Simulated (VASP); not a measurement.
# Al2O3 in VASP: a series of runs, part 2 of 3

VASP 6.6.1.

## 4. Single point, PBE

INCAR reads:

```
ALGO = Normal
EDIFF = 1E-6
ENCUT = 520
GGA = PE
GGA_COMPAT = F
ISIF = 2
ISMEAR = -1
ISYM = 0
LASPH = T
LCHARG = F
LREAL = F
LWAVE = F
NBANDS = 49
NELM = 120
PREC = Accurate
SIGMA = 0.05
```

KPOINTS reads:

```
k-points
0
Gamma
  1 1 1
```

POSCAR reads:

```
Al2O3
1.0
    5.1448540000      0.0333890000     -0.0401980000
    0.0333890000      5.5015840000     -0.0056400000
   -0.0401980000     -0.0056400000      5.2914940000
Al O
6 9
Direct
    0.7609592050      0.9763783578      0.4328401038
    0.4730844775      0.7538708035      0.8412000243
    0.9427800861      0.0980060244      0.8916418743
    0.4122029535      0.3028129195      1.0088221964
    0.8795863447      0.5085794580      0.6496662379
    0.2689072803      0.7836041445      0.3001008906
    0.0888480485      0.4108688050      0.9306367566
    0.7089634824      0.1435085232      0.1292157380
    0.5476367832      0.4443880309      0.7076463192
    0.9625121854      0.2024078664      0.5633330861
    0.4390349498      0.9417623945      0.5364998745
    0.2563639375      0.9974843031      0.0140811138
    0.4655482527      0.5767452402      0.1639319542
    0.8016644573      0.8157393827      0.7921118455
    0.9536513977      0.6953623705      0.3815528701
```

Potentials or basis: VASP PAW PBE potentials, release 64 (Al, O).

Run with:

```sh
$ cat potpaw_PBE.64/Al/POTCAR potpaw_PBE.64/O/POTCAR > POTCAR
$ mpirun -np 1 vasp_gam > vasp.out
```

OUTCAR:

```text
EDIFF = 1E-6
   ENCUT = 520
   GGA = PE
   ISIF = 2
   ISMEAR = -1
   ISYM = 0
   LASPH = T
   LREAL = F
   NELM = 120
   PREC = Accurate

 ion  position               nearest neighbor table
   1  0.761  0.976  0.433-  10 1.76  11 1.77  15 1.85   8 1.87  14 2.10   3 2.68   6 2.83   5 2.87
                             6 2.90   2 2.92   3 3.10   5 3.20   4 3.36
   2  0.473  0.754  0.841-  14 1.75   9 1.88  11 1.92  12 1.97  13 1.97   4 2.66   6 2.66   5 2.69
                             1 2.92   6 3.04   3 3.10   4 3.16   3 3.32
   3  0.943  0.098  0.892-   8 1.77  14 1.80  12 1.81  10 1.84   7 1.90   5 2.61   1 2.68   4 2.74
                             4 3.01   2 3.10   1 3.10   6 3.21   2 3.32
   4  0.412  0.303  0.009-  13 1.74   7 1.80   8 1.86  12 1.87   9 1.92   2 2.66   3 2.74   3 3.01
                             6 3.14   2 3.16   5 3.30   6 3.34   1 3.36
   5  0.880  0.509  0.650-   9 1.78  10 1.79  15 1.80  14 1.89   7 1.90   3 2.61   2 2.69   1 2.87
                             6 3.15   1 3.20   4 3.30
   6  0.269  0.784  0.300-  13 1.68  11 1.75  15 1.76  12 1.92   2 2.66   1 2.83   1 2.90   2 3.04
                             4 3.14   5 3.15   3 3.21   4 3.34
   7  0.089  0.411  0.931-   4 1.80   3 1.90   5 1.90
   8  0.709  0.144  0.129-   3 1.77   4 1.86   1 1.87
   9  0.548  0.444  0.708-   5 1.78   2 1.88   4 1.92
  10  0.963  0.202  0.563-   1 1.76   5 1.79   3 1.84
  11  0.439  0.942  0.536-   6 1.75   1 1.77   2 1.92
  12  0.256  0.997  0.014-   3 1.81   4 1.87   6 1.92   2 1.97
  13  0.466  0.577  0.164-   6 1.68   4 1.74   2 1.97
  14  0.802  0.816  0.792-   2 1.75   3 1.80   5 1.89   1 2.10
  15  0.954  0.695  0.382-   6 1.76   5 1.80   1 1.85

IMPORTANT INFORMATION: All symmetrisations will be switched off!
NOSYMM: (Re-)initialisation of all symmetry stuff for point group C_1.

----------------------------------------------------------------------------------------

                                     Primitive cell

  volume of cell :     149.7600

  direct lattice vectors                    reciprocal lattice vectors
     5.144854000  0.033389000 -0.040198000     0.194388150 -0.001178225  0.001475457
     0.033389000  5.501584000 -0.005640000    -0.001178225  0.181773173  0.000184794
    -0.040198000 -0.005640000  5.291494000     0.001475457  0.000184794  0.188993950

  length of vectors
     5.145119375  5.501688209  5.291649690     0.194397320  0.181777086  0.188999800

  position of ions in fractional coordinates (direct lattice)
     0.760959205  0.976378358  0.432840104
     0.473084478  0.753870803  0.841200024
     0.942780086  0.098006024  0.891641874
     0.412202953  0.302812919  0.008822196
     0.879586345  0.508579458  0.649666238
     0.268907280  0.783604145  0.300100891
     0.088848048  0.410868805  0.930636757
     0.708963482  0.143508523  0.129215738
     0.547636783  0.444388031  0.707646319
     0.962512185  0.202407866  0.563333086
     0.439034950  0.941762395  0.536499875
     0.256363937  0.997484303  0.014081114
     0.465548253  0.576745240  0.163931954
     0.801664457  0.815739383  0.792111846
     0.953651398  0.695362370  0.381552870

  ion indices of the primitive-cell ions
   primitive index   ion index
                 1           1
                 2           2
                 3           3
                 4           4
                 5           5
[... 46 lines left out ...]
   NGX,Y,Z   is equivalent  to a cutoff of  12.92, 12.69, 12.57 a.u.
   NGXF,Y,Z  is equivalent  to a cutoff of  25.85, 25.38, 25.13 a.u.
 SYSTEM =  unknown system
   PREC   = accura    normal or accurate (medium, high low for compatibility)
   ISTART =      0    job   : 0-new  1-cont  2-samecut
   ICHARG =      2    charge: 1-file 2-atom 10-const
   ISPIN  =      1    spin polarized calculation?
   LNONCOLLINEAR =      F non collinear calculations
   LSORBIT =      F    spin-orbit coupling
   LASPH  =      T    aspherical Exc in radial PAW
   ENCUT  =  520.0 eV  38.22 Ry    6.18 a.u.   9.57 10.23  9.84*2*pi/ulx,y,z
   NELM   =    120;   NELMIN=  2; NELMDL= -5     # of ELM steps
   EDIFF  = 0.1E-05   stopping-criterion for ELM
   LREAL  =      F    real-space projection
   EDIFFG = 0.1E-04   stopping-criterion for IOM
   NSW    =      0    number of steps for IOM
   IBRION =     -1    ionic relax: 0-MD 1-quasi-New 2-CG
   NFREE  =      0    steps in history (QN), initial steepest desc. (CG)
   ISIF   =      2    stress and relaxation
   ISYM   =      0    0-nonsym 1-usesym 2-fastsym
   POTIM  = 0.5000    time-step for ionic-motion
   TEBEG  =    0.0;   TEEND  =   0.0 temperature during run
   PSTRESS=    0.0 pullay stress
   NELECT =      72.0000    total number of electrons
   NUPDOWN=      -1.0000    fix difference up-down
   EMIN   =  10.00;   EMAX   =-10.00  energy-range for DOS
   EFERMI =   0.00;   METHOD = LEGACY
   ISMEAR =    -1;   SIGMA  =   0.05  broadening in eV -4-tet -1-fermi 0-gaus
   EFERMI_NEDOS =   21; number of points for ismear=-14 and -15
   IALGO  =     38    algorithm
   IMIX   =      4    mixing-type and parameters
     AMIX     =   0.40;   BMIX     =  1.00
     AMIX_MAG =   1.60;   BMIX_MAG =  1.00
  volume/ion in A,a.u.               =       9.98        67.38
  Fermi-wavevector in a.u.,A,eV,Ry     =   1.282489  2.423553 22.378572  1.644779
  Thomas-Fermi vector in A             =   2.414798
   LORBIT       =      0    0 simple, 1 ext, 2 COOP (PROOUT), +10 PAW based schemes
   GGA     = PE    functional components
   LHFCALC =     F    Hartree Fock is set to
   AEXX    =    0.0000 exact exchange contribution
   IVDW    =     0    specifies the selected vdW correction
   LEPSILON=     F    determine dielectric tensor
   LRPA    =     F    only Hartree local field effects (RPA)
 non-spin polarized calculation
  energy-cutoff  :      520.00
  volume of cell :      149.76
 maximum number of plane-waves:      2013
 NGX is ok and might be reduce to    40
   NGX = 19   NGY = 21   NGZ = 19

 number of electron      72.0000010 magnetization

 Free energy of the ion-electron system (eV)
  ---------------------------------------------------
  ext. energy  EPLUGINS =         0.00000000
  ---------------------------------------------------
  free energy    TOTEN  =      -106.85525764 eV

  energy without entropy =     -106.85525764  energy(sigma->0) =     -106.85525764

 E-fermi :   6.4150     XC(G=0): -10.6203

 val. band max:        5.2225310619   @ k =   0.0000   0.0000   0.0000
 cond. band min:       8.5043908072   @ k =   0.0000   0.0000   0.0000
 fundamental gap:      3.2818597453
 Fermi energy:         6.4150153465

 k-point     1 :       0.0000    0.0000    0.0000
  band No.  band energies     occupation
      1     -14.7882      2.00000
      2     -13.7906      2.00000
      3     -12.9662      2.00000
      4     -12.8341      2.00000
      5     -12.7966      2.00000
      6     -12.4636      2.00000
[... 40 lines left out ...]
     47      15.4574      0.00000
     48      15.7462      0.00000
 [bands above 48 left out]

------------------------ aborting loop because EDIFF is reached ----------------------------------------

  FORCE on cell =-STRESS in cart. coord.  units (eV):
  Direction    XX          YY          ZZ          XY          YZ          ZX
  --------------------------------------------------------------------------------------
  -------------------------------------------------------------------------------------
  Total       16.9890861      6.9445258      9.8304759      1.1185447     10.3942997      1.5338821
  in kB      181.7543455     74.2946233    105.1693843     11.9665274    111.2013398     16.4099316
  external PRESSURE =     120.4061177 kB  Pullay stress =       0.0000000 kB

 VOLUME and BASIS-vectors are now :
 -----------------------------------------------------------------------------
  energy-cutoff  :      520.00
  volume of cell :      149.76
      direct lattice vectors                 reciprocal lattice vectors
     5.144854000  0.033389000 -0.040198000     0.194388150 -0.001178225  0.001475457
     0.033389000  5.501584000 -0.005640000    -0.001178225  0.181773173  0.000184794
    -0.040198000 -0.005640000  5.291494000     0.001475457  0.000184794  0.188993950

 POSITION                                       TOTAL-FORCE (eV/Angst)
 -----------------------------------------------------------------------------------
      3.93023      5.39459      2.25428         0.325548      0.835603     -0.695922
      2.42531      4.15854      4.42794        -0.113636     -0.461201      0.207158
      4.81790      0.56564      4.67967         0.890699      1.224061      0.103757
      2.13048      1.67966      0.02841         0.552432      0.127452     -0.952420
      4.51621      2.82370      3.39948         0.925654     -0.464190      0.696479
      1.39759      4.31835      1.57275        -1.362851      0.440511      0.010993
      0.43342      2.25815      4.91857        -0.955864      0.300804     -0.393859
      3.64711      0.81247      0.65444        -0.810366     -0.655733      0.874776
      2.80390      2.45913      3.71999        -0.770614      0.170682      0.700338
      4.93610      1.14252      2.94104        -0.688573     -1.393245     -0.273293
      2.26865      5.19282      2.81593        -1.017959     -1.112278     -0.271244
      1.35169      5.49622      0.05858         0.101544     -2.307768      0.501672
      2.40785      3.18763      0.84548         0.647718      1.951439     -0.431892
      4.11984      4.51016      4.15463         1.238053      0.549842      0.544646
      4.91428      3.85528      1.97673         1.038216      0.794021     -0.621189
 -----------------------------------------------------------------------------------
    total drift:                               -0.001436     -0.000645      0.001155

  FREE ENERGIE OF THE ION-ELECTRON SYSTEM (eV)
  ---------------------------------------------------
  free  energy   TOTEN  =      -106.8552576439 eV

  energy  without entropy=     -106.8552576438  energy(sigma->0) =     -106.85525764
```

Run time: 15 s. Hardware: 1 thread of Intel Xeon Platinum 8488C (Sapphire Rapids), shared host; peak memory 0.21 GiB.

Results:

```yaml
Free_energy: -106.8553 eV
Pressure: 12.0 GPa
Largest_force: 2.364 eV/Å
Band_gap_on_the_k_mesh: 3.28 eV
```

Forces in eV/Å, atoms in the order of the input:
```
Al   0.326  0.836 -0.696
Al  -0.114 -0.461  0.207
Al   0.891  1.224  0.104
Al   0.552  0.127 -0.952
Al   0.926 -0.464  0.696
Al  -1.363  0.441  0.011
O   -0.956  0.301 -0.394
O   -0.810 -0.656  0.875
O   -0.771  0.171  0.700
O   -0.689 -1.393 -0.273
O   -1.018 -1.112 -0.271
O    0.102 -2.308  0.502
O    0.648  1.951 -0.432
O    1.238  0.550  0.545
O    1.038  0.794 -0.621
```

Caveat: the k points lie up to 1.22 Å⁻¹ apart.

(Continued in part 3 of 3.)
